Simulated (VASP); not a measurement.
Input of a VASP 6.6.1 run:

INCAR

```
SYSTEM = Ru
  PREC = Accurate
  ENCUT = 500
  EDIFF = 1E-6
  ISMEAR = -1
  SIGMA = 0.1
  LREAL = .False.
  LASPH = .True.
  NELM = 120
  ALGO = Normal
  ISIF = 2
  LWAVE = .False.
  LCHARG = .False.
  GGA = PS
  NBANDS = 21
  GGA_COMPAT = .False.
```

Contents of KPOINTS:

```
Automatic mesh
0
Gamma
  9 9 5
  0 0 0
```

The input POSCAR:

```
Ru
1.0
    2.7058000000      0.0000000000      0.0000000000
   -1.3529000000      2.3432915400      0.0000000000
    0.0000000000      0.0000000000      4.2819000000
Ru
2
Direct
    0.3333333333      0.6666666667      0.2500000000
    0.6666666667      0.3333333333      0.7500000000
```

Potentials or basis: VASP PAW PBE potentials, release 64 (Ru_pv).

Command:

```sh
$ cat potpaw_PBE.64/Ru_pv/POTCAR > POTCAR
$ mpirun -np 1 vasp_std > vasp.out
```

**Question.** What does it give for the pressure?

**Answer.** -6.4 GPa.

**Question.** What does it give for the band gap on the k mesh?

**Answer.** Zero (bands 14 and 15 overlap by 3.06 eV).

Stress tensor (GPa, compression positive):
```
-6.05  0.00  0.00
 0.00 -6.05  0.00
 0.00  0.00 -7.19
```

Caveat: the cell stands under tension; the PAW data sets were made with another functional, which shifts forces and pressure a little.
